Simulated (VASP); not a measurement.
**Hf: relaxation of cell and atoms with LDA**

The system is Hf.

```xyz
2
Lattice="0.0000 3.0750 3.0750 3.0750 0.0000 3.0750 3.0750 3.0750 0.0000" Properties=species:S:1:pos:R:3 pbc="T T T"
Hf    6.1500    6.1500    6.1500
Hf    1.5375    1.5375    1.5375
```

This isn't the form of Hf at room conditions, which is hcp.

```yaml
Program: VASP 6.6.1
Task: relaxation of cell and atoms
Functional: LDA
Potentials_or_basis: VASP PAW LDA potentials, release 64 (Hf_pv)
Cutoff: 500 eV
k_mesh: 7 × 7 × 7
Occupations: methfessel-paxton, width 0.05 eV
Spin: no spin polarisation
Dipole_correction: no
Further_INCAR_settings: ALGO = Normal; EDIFF = 1e-07; IBRION = 2; EDIFFG = -0.01; NSW = 60; ISIF = 3
```

```yaml
Relaxed_volume: 29.42 Å³/atom
Relaxed_cell: a = 4.366 Å, b = 4.366 Å, c = 4.366 Å, α = 60.00°, β = 60.00°, γ = 60.00°
Space_group_after_relaxing_to_0.1_Å: Fd-3m (No. 227)
Energy_gained_by_relaxing: 0.5 meV/atom
Ionic_steps: 2
Pressure_after_relaxing: 0.1 GPa
Band_gap_on_the_k_mesh: zero (bands 10 and 11 overlap by 0.46 eV)
```

Step by step:
```
step  energy change (eV)  largest force (eV/Å)  pressure (GPa)  volume (Å³)
   1              0.0000                0.0000            0.45        58.15
   2             -0.0010                0.0000            0.05        58.84
```

Final structure:
```
CELL_PARAMETERS angstrom
0.00000 3.08703 3.08703
3.08703 0.00000 3.08703
3.08703 3.08703 0.00000
ATOMIC_POSITIONS crystal
Hf 0.00000 0.00000 0.00000
Hf 0.25000 0.25000 0.25000
```

Levels at points of the mesh, in eV from the Fermi level:
```tsv
k point	band 6	band 7	band 8	band 9	band 10	band 11	band 12	band 13	band 14
(0.00, 0.00, 0.00)	-29.93	-5.51	-0.72	-0.72	0.11	0.11	0.11	2.30	2.30
```

It took 13 s on 1 thread of AMD EPYC 9R45 96-Core Processor (Zen 5), with other jobs on the host, peak memory 0.13 GiB.

Caveat: spin-orbit coupling is left out, which moves the levels of the heavy elements.
